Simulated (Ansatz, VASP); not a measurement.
**Two plane-wave programs on Hg2Se**

Contents of INCAR:

```
PREC = Accurate ; ENCUT = 600
EDIFF = 1E-6 ; ISMEAR = 0
SIGMA = 0.1 ; LREAL = False
LASPH = True ; NELM = 100
ALGO = Normal ; ISIF = 3
LWAVE = False ; LCHARG = False
GGA = PE ; IBRION = 2
NSW = 90 ; EDIFFG = -0.04
```

Contents of KPOINTS:

```
regular mesh
0
Gamma
  6 6 6
```

File POSCAR:

```
Hg2Se
1.0
    1.9610043613      1.1321863959      5.9227348213
   -1.9610043613      1.1321863959      5.9227348213
    0.0000000000     -2.2643727917      5.9227348213
Hg Se
2 1
Direct
    0.7500000000      0.7500000000      0.7500000000
    0.2500000000      0.2500000000      0.2500000000
    0.0000000000      0.0000000000      0.0000000000
```

Input for Ansatz:

```yaml
crystal:
  lattice:
    - [1.9610043613, 1.1321863959, 5.9227348213]
    - [-1.9610043613, 1.1321863959, 5.9227348213]
    - [0.0, -2.2643727917, 5.9227348213]
  atoms:
    - { symbol: Hg, position: [0.75, 0.75, 0.75] }
    - { symbol: Hg, position: [0.25, 0.25, 0.25] }
    - { symbol: Se, position: [0.0, 0.0, 0.0] }
basis:
  ecutwfc: 420
kpoints:
  mp_grid: { grid: [6, 6, 6] }
hamiltonian:
  xc: pbe
scf:
  occupations: { method: gaussian, width: 0.1 }
  lower_state_search: "off"
output:
  forces: true
  stress: true
  eigenvalues: true
relax:
  adjacent_minimum: "off"
  f_tol: 0.04
  max_steps: 70
  cell: { stress_tol: 0.4 }
```

Alike in both runs: task relaxation of cell and atoms; functional PBE; k mesh 6 × 6 × 6; occupations gaussian, width 0.1 eV; no spin polarisation.

```csv
,VASP,Ansatz
version,VASP 6.6.1,Ansatz 0.2.0
potentials or method,"VASP PAW PBE potentials, release 64 (Hg, Se), cutoff 600 eV","scalar-relativistic, plane waves, PAW"
valence electrons in the cell,30,56
```

|  | VASP | Ansatz | Ansatz less VASP |
| --- | --- | --- | --- |
| gap on the k mesh at the Fermi level, each at its own relaxed structure (eV) | none | none | - |
| relaxed volume (Å³/atom) | 26.47 | 26.46 | -0.006 |
| relaxed length of the cell vector where the two differ most in proportion (Å) | 5.699 | 5.700 | +0.0009 |

A gap of «none» marks a metal or a gap that the smearing closes. VASP's potentials hold 30 valence electrons a cell and Ansatz's 56, so a difference there can come from the potentials and not from the codes.

Spin-orbit coupling is off throughout.
